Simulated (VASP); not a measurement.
# TePb (I4mm) in VASP: further runs, part 2 of 2

VASP 6.6.1. Earlier steps stand in the parts before.

### 3 Single point, PBE (all Pb atoms moved +0.225 Å, as atom 2 along Cartesian [0 1 0])

INCAR reads:

```
  ALGO = Normal
  EDIFF = 1E-6
  ENCUT = 520
  GGA = PE
  ISIF = 2
  ISMEAR = 0
  LASPH = True
  LCHARG = False
  LREAL = False
  LWAVE = False
  NBANDS = 17
  NELM = 80
  PREC = Accurate
  SIGMA = 0.05
```

KPOINTS reads:

```
k-points
0
Gamma
  8 8 8
```

POSCAR reads:

```
TePb
1.0
    0.0000000000      3.2270000000      3.2270000000
    3.2270000000      0.0000000000      3.2270000000
    3.2270000000      3.2270000000      0.0000000000
Te Pb
1 1
Direct
    0.5000000000      0.5000000000      0.5000000000
    0.0348621010     -0.0348621010      0.0348621010
```

Potentials or basis: VASP PAW PBE potentials, release 64 (Te, Pb_d).

On the command line:

```bash
$ cat potpaw_PBE.64/Te/POTCAR potpaw_PBE.64/Pb_d/POTCAR > POTCAR
$ mpirun -np 1 vasp_std > vasp.out
```

It took 62 s on 1 thread of Intel Xeon 8259CL, shared host; peak memory 0.24 GiB.

Results (log left out):

| Property | Result |
| --- | --- |
| Free energy | -7.4712 eV |
| Pressure | 2.9 GPa |
| Largest force | 0.320 eV/Å |
| Band gap on the k mesh | 0.97 eV |

Forces in eV/Å, atoms in the order of the input:
```
Te   0.000  0.320  0.000
Pb   0.000 -0.320  0.000
```

Stress tensor (GPa, compression positive):
```
2.21 0.00 0.00
0.00 4.26 0.00
0.00 0.00 2.21
```

Levels at points of the mesh, in eV from the valence-band top:
```tsv
k point	band 6	band 7	band 8	band 9	band 10	band 11	band 12	band 13	band 14	band 15
(0.00, 0.00, 0.00)	-12.00	-5.44	-1.34	-1.22	-1.22	3.93	3.93	4.28	5.90	6.13
(0.50, 0.00, 0.00)	-10.58	-8.45	-1.01	-0.84	0.00	0.97	1.41	1.64	8.34	9.33
(0.50, 0.50, 0.00)	-10.33	-7.16	-4.42	-2.71	-2.67	3.10	5.73	5.84	6.82	10.17
(0.50, 0.00, 0.50)	-10.24	-7.41	-4.22	-2.73	-2.73	3.38	5.62	5.62	6.95	10.18
```

Caveat: the cell differs from its parent crystal (all Pb atoms moved +0.225 Å, as atom 2 along Cartesian [0 1 0]); spin-orbit coupling is left out, which moves the levels of the heavy elements.

### 4 Single point, PBE (all Pb atoms moved -0.150 Å, as atom 2 along Cartesian [0 1 0])

INCAR reads:

```
SYSTEM = TePb
ALGO = Normal
EDIFF = 1E-6
ENCUT = 520
GGA = PE
ISIF = 2
ISMEAR = 0
LASPH = .True.
LCHARG = .True.
LELF = .True.
LREAL = .False.
LVHAR = .True.
LWAVE = .False.
NBANDS = 17
NELM = 80
PREC = Accurate
SIGMA = 0.05
```

KPOINTS reads:

```
k-points
0
Gamma
  8 8 8
  0 0 0
```

Changes to POSCAR since step 3:

```diff
@@ -9,2 +9,2 @@
     0.5000000000      0.5000000000      0.5000000000
-    0.0348621010     -0.0348621010      0.0348621010
+   -0.0232414007      0.0232414007     -0.0232414007
```

Potentials or basis: VASP PAW PBE potentials, release 64 (Te, Pb_d).

On the command line:

```bash
$ cat potpaw_PBE.64/Te/POTCAR potpaw_PBE.64/Pb_d/POTCAR > POTCAR
$ mpirun -np 1 vasp_std > vasp.out
```

OUTCAR:

```text
SYSTEM = TePb
   EDIFF = 1E-6
   ENCUT = 520
   GGA = PE
   ISIF = 2
   ISMEAR = 0
   LASPH = .True.
   LREAL = .False.
   NELM = 80
   PREC = Accurate

 ion  position               nearest neighbor table
   1  0.500  0.500  0.500-   2 3.08   2 3.23   2 3.23   2 3.23   2 3.23   2 3.38
   2  0.977  0.023  0.977-   1 3.08   1 3.23   1 3.23   1 3.23   1 3.23   1 3.38

  LATTYP: Found a face centered cubic cell.
 ALAT       =     6.4540000000

  Lattice vectors:

[... 669 lines left out ...]

  FORCE on cell =-STRESS in cart. coord.  units (eV):
  Direction    XX          YY          ZZ          XY          YZ          ZX
  --------------------------------------------------------------------------------------
  -------------------------------------------------------------------------------------
  Total        0.9381494      1.3133189      0.9381494      0.0000000      0.0000000      0.0000000
  in kB       22.3643188     31.3078955     22.3643188      0.0000000      0.0000000      0.0000000
  external PRESSURE =      25.3455111 kB  Pullay stress =       0.0000000 kB

 VOLUME and BASIS-vectors are now :
 -----------------------------------------------------------------------------
  energy-cutoff  :      520.00
  volume of cell :       67.21
      direct lattice vectors                 reciprocal lattice vectors
     0.000000000  3.227000000  3.227000000    -0.154942671  0.154942671  0.154942671
     3.227000000  0.000000000  3.227000000     0.154942671 -0.154942671  0.154942671
     3.227000000  3.227000000  0.000000000     0.154942671  0.154942671 -0.154942671

 POSITION                                       TOTAL-FORCE (eV/Angst)
 -----------------------------------------------------------------------------------
      3.22700      3.22700      3.22700         0.000000     -0.152477      0.000000
      3.22700      6.30400      3.22700         0.000000      0.152477      0.000000
 -----------------------------------------------------------------------------------
    total drift:                                0.000000     -0.000411      0.000000

  FREE ENERGIE OF THE ION-ELECTRON SYSTEM (eV)
  ---------------------------------------------------
  free  energy   TOTEN  =        -7.4883376137 eV

  energy  without entropy=       -7.4883376137  energy(sigma->0) =       -7.48833761
```

OSZICAR:

```text
N       E                     dE             d eps       ncg     rms          rms(c)
DAV:   1     0.148081778620E+03    0.14808E+03   -0.90643E+03  2006   0.116E+03
DAV:   2     0.301160228045E+01   -0.14507E+03   -0.14026E+03  2075   0.295E+02
DAV:   3    -0.731641149809E+01   -0.10328E+02   -0.10271E+02  2667   0.841E+01
DAV:   4    -0.759187577308E+01   -0.27546E+00   -0.27522E+00  2521   0.154E+01
DAV:   5    -0.760321246269E+01   -0.11337E-01   -0.11336E-01  2903   0.288E+00    0.343E+00
DAV:   6    -0.748960006073E+01    0.11361E+00   -0.25081E-01  2939   0.353E+00    0.213E+00
DAV:   7    -0.748662905180E+01    0.29710E-02   -0.80846E-02  2491   0.139E+00    0.922E-01
DAV:   8    -0.748835236057E+01   -0.17233E-02   -0.93262E-03  2473   0.955E-01    0.153E-01
DAV:   9    -0.748830106903E+01    0.51292E-04   -0.10963E-03  3103   0.353E-01    0.635E-02
DAV:  10    -0.748833138575E+01   -0.30317E-04   -0.15143E-04  2359   0.947E-02    0.189E-02
DAV:  11    -0.748833781315E+01   -0.64274E-05   -0.32186E-05  2739   0.448E-02    0.163E-02
DAV:  12    -0.748833761370E+01    0.19944E-06   -0.15824E-06  2262   0.798E-03
   1 F= -.74883376E+01 E0= -.74883376E+01  d E =-.163722E-17
```

It took 73 s on 1 thread of Intel Xeon 8259CL, shared host; peak memory 0.24 GiB.

Results:

```yaml
Free_energy: -7.4883 eV
Pressure: 2.5 GPa
Largest_force: 0.152 eV/Å
Band_gap_on_the_k_mesh: 0.85 eV
```

Forces on the atoms (eV/Å):
```
Te   0.000 -0.152  0.000
Pb   0.000  0.152  0.000
```

Caveat: the cell differs from its parent crystal (all Pb atoms moved -0.150 Å, as atom 2 along Cartesian [0 1 0]); spin-orbit coupling is left out, which moves the levels of the heavy elements.

### 5 Summary

| cell | gap on the mesh (eV) | pressure (GPa) | largest force (eV/Å) |
| --- | --- | --- | --- |
| as given, atomic positions A | 1.08 | 3.4 | 0.58 |
| as given, atomic positions B | 0.97 | 2.9 | 0.32 |
| as given, atomic positions C | 0.85 | 2.5 | 0.15 |

Alike in all rows: task single point; level PBE; potentials or basis VASP PAW PBE potentials, release 64 (Te, Pb_d); no spin polarisation; k mesh 8 × 8 × 8; cutoff (eV) 520; smearing gaussian 0.05 eV.

Caveats: spin-orbit coupling is left out, which moves the levels of the heavy elements; the cell stands under pressure (at least some runs).

Absolute energies hang on the potentials; compare differences alone.
